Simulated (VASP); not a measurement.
A run of VASP 6.6.1 is set up as follows.

Contents of INCAR:

```
SYSTEM = Ti3W2
ALGO     = Normal         ! electronic algorithm
EDIFF    = 1E-6           ! SCF threshold, eV
ENCUT    = 520            ! plane-wave cutoff, eV
GGA      = PE             ! functional
ISIF     = 2              ! what is computed and relaxed
ISMEAR   = 0              ! smearing method
ISPIN    = 2              ! spin polarisation
LASPH    = .True.         ! aspherical terms in the spheres
LCHARG   = .True.         ! write CHGCAR
LELF     = .True.         ! ELF
LMAXMIX  = 4              ! l up to which the mixer works
LORBIT   = 11             ! projections on sites
LREAL    = .False.        ! projectors in reciprocal space
LVHAR    = .True.       
LWAVE    = .False.        ! write WAVECAR
MAGMOM   = 1 1 1 0 0      ! initial moments
NBANDS   = 44             ! bands
NELM     = 150            ! most SCF steps
PREC     = Accurate       ! precision mode
SIGMA    = 0.1            ! smearing width, eV
```

KPOINTS

```
k-points
0
Gamma
  6 6 4
  0 0 0
```

The input POSCAR:

```
Ti3W2
1.0
    5.3004212520      0.0000000000      0.0000000000
   -2.6502106260      4.5902994549      0.0000000000
    0.0000000000      0.0000000000      4.9572188624
Ti W
3 2
Direct
    0.5000000000      0.0000000000      0.5000000000
    0.0000000000      0.5000000000      0.5000000000
    0.5000000000      0.5000000000      0.5000000000
    0.0000000000      0.0000000000      0.2709194105
    0.0000000000      0.0000000000      0.7290805895
```

Potentials or basis: VASP PAW PBE potentials, release 64 (Ti_sv, W_sv).

The run is started by

```sh
$ cat potpaw_PBE.64/Ti_sv/POTCAR potpaw_PBE.64/W_sv/POTCAR > POTCAR
$ mpirun -np 1 vasp_std > vasp.out
```

What does it give for the pressure?

0.3 GPa.

Estimate the largest force.

0.348 eV/Å.

What does it give for the site moments?

Ti +0.15; W -0.07 μB.

Estimate the net moment.

0.37 μB per cell.

Forces in eV/Å, atoms in the order of the input:
```
Ti   0.000  0.000  0.000
Ti   0.000  0.000  0.000
Ti   0.000  0.000  0.000
W    0.000  0.000 -0.348
W    0.000  0.000  0.348
```

Caveat: a moment this small can come from the mesh or the smearing.
